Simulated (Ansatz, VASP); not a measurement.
## Si: VASP beside Ansatz

File INCAR:

```
PREC = Accurate ; ENCUT = 520
EDIFF = 1E-7 ; ISMEAR = -1
SIGMA = 0.08 ; LREAL = F
LASPH = T ; NELM = 100
ALGO = Normal ; ISIF = 2
LWAVE = F ; LCHARG = F
GGA = PE ; NBANDS = 11
```

The input KPOINTS:

```
Automatic mesh
0
Gamma
  11 11 11
```

File POSCAR:

```
Si
1.0
    0.0000000000      2.7063880927      2.7063880927
    2.7063880927      0.0000000000      2.7063880927
    2.7063880927      2.7063880927      0.0000000000
Si
2
Direct
    0.5000000000      0.5000000000      0.5000000000
    0.7500000000      0.7500000000      0.7500000000
```

Input for Ansatz:

```yaml
crystal:
  lattice:
    - [0.0, 2.7063880927, 2.7063880927]
    - [2.7063880927, 0.0, 2.7063880927]
    - [2.7063880927, 2.7063880927, 0.0]
  atoms:
    - { symbol: Si, position: [0.5, 0.5, 0.5] }
    - { symbol: Si, position: [0.75, 0.75, 0.75] }
kpoints:
  mp_grid: { grid: [11, 11, 11] }
  band_path:
    path:
      - [0.0, 0.0, 0.0]
      - [0.5, 0.0, 0.5]
      - [0.625, 0.25, 0.625]
      - [0.375, 0.375, 0.75]
      - [0.0, 0.0, 0.0]
      - [0.5, 0.5, 0.5]
      - [0.5, 0.25, 0.75]
      - [0.5, 0.0, 0.5]
    npoints: 5
scf:
  occupations: { method: fermi_dirac, width: 0.08 }
hamiltonian:
  xc: pbe
  pseudopotentials: { kind: all_electron, lapw: { basis_error: 0.00025 } }
output:
  forces: true
  stress: true
  eigenvalues: true
```

Change from the starting cell: volume scaled by 0.99.

Alike in both runs: task single point; functional PBE; k mesh 11 × 11 × 11; occupations fermi-dirac, width 0.08 eV; no spin polarisation.

|  | VASP | Ansatz |
| --- | --- | --- |
| version | VASP 6.6.1 | Ansatz 0.2.0 |
| potentials or method | VASP PAW PBE potentials, release 64 (Si), cutoff 520 eV | all-electron LAPW, scalar-relativistic |

```csv
,VASP,Ansatz,Ansatz less VASP
pressure (GPa),2.9,3.0,+0.04
```

Ansatz ran all-electron here, and VASP with PAW potentials.
